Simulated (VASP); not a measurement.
# Ir4Pt3 (Im-3m) in VASP: further runs

The runs below take Ir4Pt3 through single point, relaxation of cell and atoms, with r2SCAN, PBE.

Everything below comes from runs of VASP 6.6.1. Logs are shortened: lines on timing, memory, paths and dates and some standing lists are left out, and cuts for length are marked.

### Step 1. The cell of the first run

Symmetry: Im-3m, No. 229, cubic system. The conventional cell has a = 6.149 Å, b = 6.149 Å, c = 6.149 Å, α = 90.00°, β = 90.00°, γ = 90.00°. Within 3.5 Å of Ir (site symmetry -3m) lie 6 Pt at 2.66 Å and 6 Ir at 3.07 Å. Within 3.5 Å of Pt (site symmetry 4/mmm) lie 8 Ir at 2.66 Å and 4 Pt at 3.07 Å.

### Step 2. Single point, r2SCAN

Contents of POSCAR:

```
Ir4Pt3
1.0
   -3.0746183637      3.0746183637      3.0746183637
    3.0746183637     -3.0746183637      3.0746183637
    3.0746183637      3.0746183637     -3.0746183637
Ir Pt
4 3
Direct
    0.5000000000      0.5000000000      0.5000000000
    0.0000000000      0.0000000000      0.5000000000
    0.0000000000      0.5000000000      0.0000000000
    0.5000000000      0.0000000000      0.0000000000
    0.0000000000      0.5000000000      0.5000000000
    0.5000000000      0.0000000000      0.5000000000
    0.5000000000      0.5000000000      0.0000000000
```

Contents of INCAR.step1:

```
SYSTEM = Ir4Pt3
ALGO = Normal
EDIFF = 1E-5
ENCUT = 550
GGA = PE
GGA_COMPAT = .FALSE.
ISMEAR = 0
LASPH = .TRUE.
LCHARG = .FALSE.
LREAL = .FALSE.
LWAVE = .TRUE.
NBANDS = 42
NELM = 120
PREC = Accurate
SIGMA = 0.1
```

Contents of INCAR.step2:

```
SYSTEM = Ir4Pt3
ALGO = Normal
EDIFF = 1E-6
ENCUT = 550
GGA_COMPAT = .FALSE.
ISIF = 2
ISMEAR = 0
ISTART = 1
LASPH = .TRUE.
LCHARG = .FALSE.
LMIXTAU = .TRUE.
LREAL = .FALSE.
LWAVE = .FALSE.
METAGGA = R2SCAN
NBANDS = 42
NELM = 120
PREC = Accurate
SIGMA = 0.1
```

Contents of KPOINTS:

```
k-points
0
G
  8 8 8
  0 0 0
```

Potentials or basis: VASP PAW PBE potentials, release 64 (Ir, Pt).

The run is started by

```bash
$ cat potpaw_PBE.64/Ir/POTCAR potpaw_PBE.64/Pt/POTCAR > POTCAR
$ cp INCAR.step1 INCAR
$ mpirun -np 1 vasp_std > vasp.out
$ cp INCAR.step2 INCAR
$ mpirun -np 1 vasp_std > vasp.out
```

OUTCAR:

```text
SYSTEM = Ir4Pt3
   EDIFF = 1E-6
   ENCUT = 550
   ISIF = 2
   ISMEAR = 0
   ISTART = 1
   LASPH = .TRUE.
   LREAL = .FALSE.
   METAGGA = R2SCAN
   NELM = 120
   PREC = Accurate

 ion  position               nearest neighbor table
   1  0.500  0.500  0.500-   5 2.66   6 2.66   7 2.66   7 2.66   6 2.66   5 2.66   2 3.07   3 3.07
                             4 3.07   4 3.07   3 3.07   2 3.07
   2  0.000  0.000  0.500-   5 2.66   6 2.66   7 2.66   5 2.66   6 2.66   7 2.66   1 3.07   3 3.07
                             3 3.07   4 3.07   1 3.07   4 3.07
   3  0.000  0.500  0.000-   5 2.66   6 2.66   7 2.66   5 2.66   7 2.66   6 2.66   1 3.07   2 3.07
                             2 3.07   1 3.07   4 3.07   4 3.07
   4  0.500  0.000  0.000-   5 2.66   6 2.66   7 2.66   6 2.66   7 2.66   5 2.66   1 3.07   2 3.07
                             1 3.07   2 3.07   3 3.07   3 3.07
   5  0.000  0.500  0.500-   1 2.66   2 2.66   3 2.66   4 2.66   3 2.66   2 2.66   1 2.66   4 2.66
                             6 3.07   7 3.07   6 3.07   7 3.07
   6  0.500  0.000  0.500-   1 2.66   2 2.66   3 2.66   4 2.66   4 2.66   1 2.66   2 2.66   3 2.66
                             7 3.07   5 3.07   5 3.07   7 3.07
   7  0.500  0.500  0.000-   1 2.66   2 2.66   3 2.66   4 2.66   1 2.66   4 2.66   3 2.66   2 2.66
                             6 3.07   5 3.07   5 3.07   6 3.07

  LATTYP: Found a body centered cubic cell.
 ALAT       =     6.1492367274

  Lattice vectors:

 A1 = (  -3.0746183637,   3.0746183637,   3.0746183637)
 A2 = (   3.0746183637,  -3.0746183637,   3.0746183637)
 A3 = (   3.0746183637,   3.0746183637,  -3.0746183637)

Analysis of symmetry for initial positions (statically):
=====================================================================
 Subroutine PRICEL returns:
 Original cell was already a primitive cell.

 Routine SETGRP: Setting up the symmetry group for a
 body centered cubic supercell.

 Subroutine GETGRP returns: Found 48 space group operations
 (whereof 48 operations were pure point group operations)
 out of a pool of 48 trial point group operations.

The static configuration has the point symmetry O_h .

Analysis of symmetry for dynamics (positions and initial velocities):
=====================================================================
 Subroutine PRICEL returns:
 Original cell was already a primitive cell.

 Routine SETGRP: Setting up the symmetry group for a
 body centered cubic supercell.

 Subroutine GETGRP returns: Found 48 space group operations
 (whereof 48 operations were pure point group operations)
 out of a pool of 48 trial point group operations.

The dynamic configuration has the point symmetry O_h .

 Subroutine INISYM returns: Found 48 space group operations
 (whereof 48 operations are pure point group operations),
 and found     1 'primitive' translations

----------------------------------------------------------------------------------------

                                     Primitive cell

  volume of cell :     116.2609

  direct lattice vectors                    reciprocal lattice vectors
    -3.074618364  3.074618364  3.074618364     0.000000000  0.162621809  0.162621809
     3.074618364 -3.074618364  3.074618364     0.162621809  0.000000000  0.162621809
     3.074618364  3.074618364 -3.074618364     0.162621809  0.162621809  0.000000000

  length of vectors
     5.325395220  5.325395220  5.325395220     0.229981968  0.229981968  0.229981968

  position of ions in fractional coordinates (direct lattice)
     0.500000000  0.500000000  0.500000000
     0.000000000  0.000000000  0.500000000
     0.000000000  0.500000000  0.000000000
     0.500000000  0.000000000  0.000000000
     0.000000000  0.500000000  0.500000000
     0.500000000  0.000000000  0.500000000
     0.500000000  0.500000000  0.000000000

  ion indices of the primitive-cell ions
   primitive index   ion index
                 1           1
                 2           2
                 3           3
                 4           4
                 5           5
                 6           6
                 7           7

----------------------------------------------------------------------------------------

 KPOINTS: k-points

Automatic generation of k-mesh.
 Grid dimensions read from file:
 generate k-points for:    8    8    8

 Generating k-lattice:

  Cartesian coordinates                     Fractional coordinates (reciprocal lattice)
     0.000000000  0.020327726  0.020327726     0.125000000  0.000000000  0.000000000
     0.020327726  0.000000000  0.020327726     0.000000000  0.125000000  0.000000000
     0.020327726  0.020327726  0.000000000     0.000000000  0.000000000  0.125000000

  Length of vectors
     0.028747746  0.028747746  0.028747746

  Shift w.r.t. Gamma in fractional coordinates (k-lattice)
     0.000000000  0.000000000  0.000000000

 Subroutine IBZKPT returns following result:
 ===========================================

 Found     29 irreducible k-points:

 Following reciprocal coordinates:
            Coordinates               Weight
  0.000000  0.000000  0.000000      1.000000
  0.125000  0.000000  0.000000     12.000000
  0.250000  0.000000  0.000000     12.000000
  0.375000  0.000000  0.000000     12.000000
  0.500000  0.000000  0.000000      6.000000
  0.125000  0.125000  0.000000     24.000000
[... 16 lines left out ...]
 -0.250000  0.250000  0.250000      6.000000
 -0.375000  0.375000  0.250000     24.000000
 [... further k-points ...]
   k-points           NKPTS =     29   k-points in BZ     NKDIM =     29   number of bands    NBANDS=     42
   number of dos      NEDOS =    301   number of ions     NIONS =      7
   total plane-waves  NPLWV =  74088
   dimension x,y,z NGX =    42 NGY =   42 NGZ =   42
   dimension x,y,z NGXF=    84 NGYF=   84 NGZF=   84
   ions per type =               4   3
   NGX,Y,Z   is equivalent  to a cutoff of  13.11, 13.11, 13.11 a.u.
   NGXF,Y,Z  is equivalent  to a cutoff of  26.22, 26.22, 26.22 a.u.
 SYSTEM =  Ir4Pt3
   PREC   = accura    normal or accurate (medium, high low for compatibility)
   ISTART =      1    job   : 0-new  1-cont  2-samecut
   ICHARG =      0    charge: 1-file 2-atom 10-const
   ISPIN  =      1    spin polarized calculation?
   LNONCOLLINEAR =      F non collinear calculations
   LSORBIT =      F    spin-orbit coupling
   LASPH  =      T    aspherical Exc in radial PAW
   ENCUT  =  550.0 eV  40.42 Ry    6.36 a.u.  10.18 10.18 10.18*2*pi/ulx,y,z
   NELM   =    120;   NELMIN=  2; NELMDL=  0     # of ELM steps
   EDIFF  = 0.1E-05   stopping-criterion for ELM
   LREAL  =      F    real-space projection
   EDIFFG = 0.1E-04   stopping-criterion for IOM
   NSW    =      0    number of steps for IOM
   IBRION =     -1    ionic relax: 0-MD 1-quasi-New 2-CG
   NFREE  =      0    steps in history (QN), initial steepest desc. (CG)
   ISIF   =      2    stress and relaxation
   ISYM   =      2    0-nonsym 1-usesym 2-fastsym
   POTIM  = 0.5000    time-step for ionic-motion
   TEBEG  =    0.0;   TEEND  =   0.0 temperature during run
   PSTRESS=    0.0 pullay stress
   NELECT =      66.0000    total number of electrons
   NUPDOWN=      -1.0000    fix difference up-down
   EMIN   =  10.00;   EMAX   =-10.00  energy-range for DOS
   EFERMI =   0.00;   METHOD = LEGACY
   ISMEAR =     0;   SIGMA  =   0.10  broadening in eV -4-tet -1-fermi 0-gaus
   EFERMI_NEDOS =   21; number of points for ismear=-14 and -15
   IALGO  =     38    algorithm
   IMIX   =      4    mixing-type and parameters
     AMIX     =   0.40;   BMIX     =  1.00
     AMIX_MAG =   1.60;   BMIX_MAG =  1.00
  volume/ion in A,a.u.               =      16.61       112.08
  Fermi-wavevector in a.u.,A,eV,Ry     =   1.355538  2.561595 25.000466  1.837482
  Thomas-Fermi vector in A             =   2.482617
   LORBIT       =      0    0 simple, 1 ext, 2 COOP (PROOUT), +10 PAW based schemes
   METAGGA = R2SCAN    functional components
   LHFCALC =     F    Hartree Fock is set to
   AEXX    =    0.0000 exact exchange contribution
   IVDW    =     0    specifies the selected vdW correction
   LEPSILON=     F    determine dielectric tensor
   LRPA    =     F    only Hartree local field effects (RPA)
 non-spin polarized calculation
 Gauss-broadening in eV      SIGMA  =   0.10
  energy-cutoff  :      550.00
  volume of cell :      116.26
 maximum number of plane-waves:      3463
 NGX is ok and might be reduce to    42
   NGX = 21   NGY = 21   NGZ = 21

 number of electron      66.0000001 magnetization

 Free energy of the ion-electron system (eV)
  ---------------------------------------------------
  ext. energy  EPLUGINS =         0.00000000
  ---------------------------------------------------
  free energy    TOTEN  =      -359.68594715 eV

  energy without entropy =     -359.64754151  energy(sigma->0) =     -359.66674433

 E-fermi :   8.1759     XC(G=0): -13.9335

 val. band max:        8.1674232750   @ k =  -0.3750   0.5000   0.2500
 cond. band min:       8.1810265324   @ k =   0.2500   0.2500   0.2500
 fundamental gap:      0.0136032574
 Fermi energy:         8.1759123796

 k-point     1 :       0.0000    0.0000    0.0000
  band No.  band energies     occupation
      1      -1.8187      2.00000
      2       0.7536      2.00000
      3       0.7536      2.00000
      4       1.0604      2.00000
      5       1.0604      2.00000
      6       1.0604      2.00000
[... 34 lines left out ...]
     41      10.1561      0.00000
     42      10.1561      0.00000

 k-point     2 :       0.1250    0.0000    0.0000
  band No.  band energies     occupation
      1      -1.6440      2.00000
      2       0.8488      2.00000
      3       0.8808      2.00000
      4       1.1490      2.00000
      5       1.1604      2.00000
      6       1.1999      2.00000
[... 34 lines left out ...]
     41      11.0446      0.00000
     42      11.0848      0.00000

 k-point     3 :       0.2500    0.0000    0.0000
  band No.  band energies     occupation
      1      -1.1462      2.00000
      2       1.0143      2.00000
      3       1.2439      2.00000
      4       1.4226      2.00000
      5       1.4344      2.00000
      6       1.6003      2.00000
[... 897 lines left out ...]
      4       1.6745      2.00000
      5       1.7256      2.00000
      6       2.1700      2.00000
[... 34 lines left out ...]
     41      13.0971      0.00000
     42      14.0876      0.00000

 k-point    24 :      -0.3750    0.3750    0.2500
  band No.  band energies     occupation
      1       0.2088      2.00000
      2       1.5396      2.00000
      3       1.9563      2.00000
      4       2.0019      2.00000
      5       2.1901      2.00000
      6       2.6588      2.00000
[... 34 lines left out ...]
     41      12.0342      0.00000
     42      14.3126      0.00000

 [... further k-points ...]
[... 5 lines left out ...]
  --------------------------------------------------------------------------------------
  -------------------------------------------------------------------------------------
  Total       -3.5302097     -3.5302097     -3.5302097      0.0000000      0.0000000     -0.0000000
  in kB      -48.6493957    -48.6493957    -48.6493957      0.0000000      0.0000000     -0.0000000
  external PRESSURE =     -48.6493957 kB  Pullay stress =       0.0000000 kB

 VOLUME and BASIS-vectors are now :
 -----------------------------------------------------------------------------
  energy-cutoff  :      550.00
  volume of cell :      116.26
      direct lattice vectors                 reciprocal lattice vectors
    -3.074618364  3.074618364  3.074618364     0.000000000  0.162621809  0.162621809
     3.074618364 -3.074618364  3.074618364     0.162621809  0.000000000  0.162621809
     3.074618364  3.074618364 -3.074618364     0.162621809  0.162621809  0.000000000

 POSITION                                       TOTAL-FORCE (eV/Angst)
 -----------------------------------------------------------------------------------
      1.53731      1.53731      1.53731         0.000000     -0.000000     -0.000000
      1.53731      1.53731     -1.53731        -0.000000      0.000000      0.000000
      1.53731     -1.53731      1.53731        -0.000000     -0.000000      0.000000
     -1.53731      1.53731      1.53731         0.000000      0.000000      0.000000
      3.07462      0.00000      0.00000         0.000000      0.000000     -0.000000
      0.00000      3.07462      0.00000        -0.000000     -0.000000     -0.000000
      0.00000      0.00000      3.07462         0.000000      0.000000     -0.000000
 -----------------------------------------------------------------------------------
    total drift:                               -0.000000     -0.000000      0.000000

  FREE ENERGIE OF THE ION-ELECTRON SYSTEM (eV)
  ---------------------------------------------------
  free  energy   TOTEN  =      -359.6859471476 eV

  energy  without entropy=     -359.6475415094  energy(sigma->0) =     -359.66674433
```

Run time: 14 min. Hardware: 1 thread of Oxide Virtual Turin-like, shared host; peak memory 0.32 GiB.

What came out:

```yaml
Free_energy: -359.6859 eV
Pressure: -4.9 GPa
Band_gap_on_the_k_mesh: zero (bands 33 and 34 overlap by 1.29 eV)
```

Levels at points of the mesh, in eV from the Fermi level:
| k point | band 30 | band 31 | band 32 | band 33 | band 34 | band 35 | band 36 | band 37 |
| --- | --- | --- | --- | --- | --- | --- | --- | --- |
| (0.00, 0.00, 0.00) | 0.31 | 0.42 | 0.42 | 0.42 | 1.54 | 1.54 | 1.54 | 1.75 |
| (0.50, 0.00, 0.00) | -0.83 | -0.81 | -0.77 | -0.70 | -0.49 | 0.42 | 0.83 | 1.64 |
| (0.50, 0.50, 0.50) | -1.89 | -1.01 | -1.01 | -0.49 | -0.49 | -0.41 | 0.54 | 0.54 |

Caveat: the cell stands under tension; the PAW data sets were made with another functional, which shifts forces and pressure a little; spin-orbit coupling is left out, which moves the levels of the heavy elements.

### Step 3. Relaxation of cell and atoms, PBE

This run uses another cell than the first one, of 16.67 Å³/atom.

Contents of INCAR:

```
ALGO = Normal
EDIFF = 1E-7
EDIFFG = -0.01
ENCUT = 500
GGA = PE
GGA_COMPAT = F
IBRION = 2
ISIF = 3
ISMEAR = 0
LASPH = T
LCHARG = F
LREAL = F
LWAVE = F
NELM = 120
NELMIN = 4
NSW = 100
PREC = Accurate
SIGMA = 0.1
```

Contents of KPOINTS:

```
k-points
0
Gamma
  8 8 8
```

POSCAR: that of step 2 with these lines changed.

```diff
@@ -2,5 +2,5 @@
 1.0
-   -3.0746183637      3.0746183637      3.0746183637
-    3.0746183637     -3.0746183637      3.0746183637
-    3.0746183637      3.0746183637     -3.0746183637
+   -3.0784980927      3.0784980927      3.0784980927
+    3.0784980927     -3.0784980927      3.0784980927
+    3.0784980927      3.0784980927     -3.0784980927
 Ir Pt
```

Potentials or basis: VASP PAW PBE potentials, release 64 (Ir, Pt).

The run is started by

```bash
$ cat potpaw_PBE.64/Ir/POTCAR potpaw_PBE.64/Pt/POTCAR > POTCAR
$ mpirun -np 1 vasp_std > vasp.out
```

It took 8 min on 1 thread of Oxide Virtual Turin-like, shared host; peak memory 0.29 GiB.

The run converged. Its results:

| Property | Result |
| --- | --- |
| Free energy | -49.5725 eV |
| Relaxed volume | 16.60 Å³/atom |
| Relaxed cell | a = 5.324 Å, b = 5.324 Å, c = 5.324 Å, α = 109.47°, β = 109.47°, γ = 109.47° |
| Space group after relaxing (to 0.1 Å) | Im-3m (No. 229) |
| Energy gained by relaxing | 0.3 meV/atom |
| Ionic steps | 3 |
| Pressure after relaxing | 0.0 GPa |
| Band gap on the k mesh | zero (bands 33 and 34 overlap by 1.18 eV) |

The path:
```
step  energy change (eV)  largest force (eV/Å)  pressure (GPa)  volume (Å³)
   1              0.0000                0.0000           -1.09       116.70
   2              0.0117                0.0000            3.15       114.79
   3             -0.0018                0.0000            0.01       116.19
```

Final structure:
```xyz
7
Lattice="-3.0740 3.0740 3.0740 3.0740 -3.0740 3.0740 3.0740 3.0740 -3.0740" Properties=species:S:1:pos:R:3 pbc="T T T"
Ir    1.5370    1.5370    1.5370
Ir    1.5370    1.5370   -1.5370
Ir    1.5370   -1.5370    1.5370
Ir   -1.5370    1.5370    1.5370
Pt    3.0740    0.0000    0.0000
Pt    0.0000    3.0740    0.0000
Pt    0.0000    0.0000    3.0740
```

Levels at points of the mesh, in eV from the Fermi level:
| k point | band 30 | band 31 | band 32 | band 33 | band 34 | band 35 | band 36 | band 37 | band 38 | band 39 |
| --- | --- | --- | --- | --- | --- | --- | --- | --- | --- | --- |
| (0.00, 0.00, 0.00) | 0.27 | 0.38 | 0.38 | 0.38 | 1.46 | 1.46 | 1.46 | 1.60 | 1.60 | 1.60 |
| (0.50, 0.00, 0.00) | -0.83 | -0.70 | -0.68 | -0.63 | -0.45 | 0.40 | 0.77 | 1.56 | 3.01 | 3.10 |
| (0.50, 0.50, 0.50) | -1.78 | -1.00 | -1.00 | -0.41 | -0.41 | -0.33 | 0.49 | 0.49 | 1.12 | 1.28 |

Caveat: spin-orbit coupling is left out, which moves the levels of the heavy elements.
